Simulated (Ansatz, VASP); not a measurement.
**One calculation of ZnO, two programs**

```
CELL_PARAMETERS angstrom
0.00000 2.09020 2.09020
2.09020 0.00000 2.09020
2.09020 2.09020 0.00000
ATOMIC_POSITIONS crystal
Zn 0.00000 0.00000 0.00000
O 0.50000 0.50000 0.50000
```

Alike in both runs: task single point; functional r2SCAN; k mesh 12 × 12 × 12; occupations gaussian, width 0.02 eV; no spin polarisation.

```csv
,VASP,Ansatz
version,VASP 6.6.1,Ansatz 0.2.0
potentials or method,"VASP PAW PBE potentials, release 64 (Zn, O), cutoff 520 eV","scalar-relativistic, plane waves, PAW"
valence electrons in the cell,18,18
```

|  | VASP | Ansatz | Ansatz less VASP |
| --- | --- | --- | --- |
| gap on the k mesh at the Fermi level (eV) | 1.86 | 1.88 | +0.023 |
| least direct gap on the mesh (eV) | 3.56 | 3.59 | +0.023 |
| pressure (GPa) | 15.3 | 13.7 | -1.58 |

VASP's potentials were made for PBE, not for r2SCAN.
